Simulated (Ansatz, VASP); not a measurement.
## One calculation of Be, two programs

INCAR

```
PREC     = Accurate       # precision mode
ENCUT    = 520            # plane-wave cutoff, eV
EDIFF    = 1E-8           # SCF threshold, eV
ISMEAR   = -1             # smearing method
SIGMA    = 0.05           # smearing width, eV
LREAL    = False          # projectors in reciprocal space
LASPH    = True           # aspherical terms in the spheres
NELM     = 60             # most SCF steps
ALGO     = Normal         # electronic algorithm
ISIF     = 2              # what is computed and relaxed
LWAVE    = False          # write WAVECAR
LCHARG   = False          # write CHGCAR
GGA      = PS             # functional
LEFG     = True         
NBANDS   = 9              # bands
```

KPOINTS

```
Automatic mesh
0
Gamma
  15 15 8
```

POSCAR

```
Be
1.0
    2.2424371395      0.0000000000      0.0000000000
   -1.1212185697      1.9420075292      0.0000000000
    0.0000000000      0.0000000000      3.6327481659
Be
2
Direct
    0.1933333333      0.5966666667      0.1450000000
    0.8066666667      0.4033333333      0.8550000000
```

Input for Ansatz:

```yaml
crystal:
  lattice:
    - [2.2424371395, 0.0, 0.0]
    - [-1.1212185697, 1.9420075292, 0.0]
    - [0.0, 0.0, 3.6327481659]
  atoms:
    - { symbol: Be, position: [0.1933333333, 0.5966666667, 0.145] }
    - { symbol: Be, position: [0.8066666667, 0.4033333333, 0.855] }
kpoints:
  mp_grid: { grid: [15, 15, 8] }
scf:
  occupations: { method: fermi_dirac, width: 0.05 }
hamiltonian:
  xc: pbesol
  pseudopotentials: { kind: all_electron, datasets: crystal }
output:
  forces: true
  stress: true
  eigenvalues: true
  efg: { contact_densities: true }
```

Change from the starting cell: shortest bond scaled by 0.58, crystal datasets.

Alike in both runs: task electric field gradients; functional PBEsol; k mesh 15 × 15 × 8; occupations fermi-dirac, width 0.05 eV; no spin polarisation.

|  | VASP | Ansatz |
| --- | --- | --- |
| version | VASP 6.6.1 | Ansatz 0.2.0 |
| potentials or method | VASP PAW PBE potentials, release 64 (Be), cutoff 520 eV | all-electron PAW with datasets made for the crystal, scalar-relativistic |

```tsv
	VASP	Ansatz	Ansatz less VASP
pressure (GPa)	67.1	65.1	-2.01
traceless stress, the component that is largest in VASP (GPa)	87.98	86.40	-1.582
rms of the force components (eV/Å)	10.604	10.405	-0.1996
size of Vzz on the site where it differs most (V/Å²)	13.7	11.4	-2.33
```

VASP's potentials were made for PBE, not for PBEsol. Atom by atom the forces differ by 0.200 eV/Å (rms over components). Both programs put the cell under a high pressure, so it lies far from rest at this level. Ansatz ran all-electron here, and VASP with PAW potentials. Ansatz's warnings: printed levels off.

Noted on VASP's run: the cell as given lies far from equilibrium.
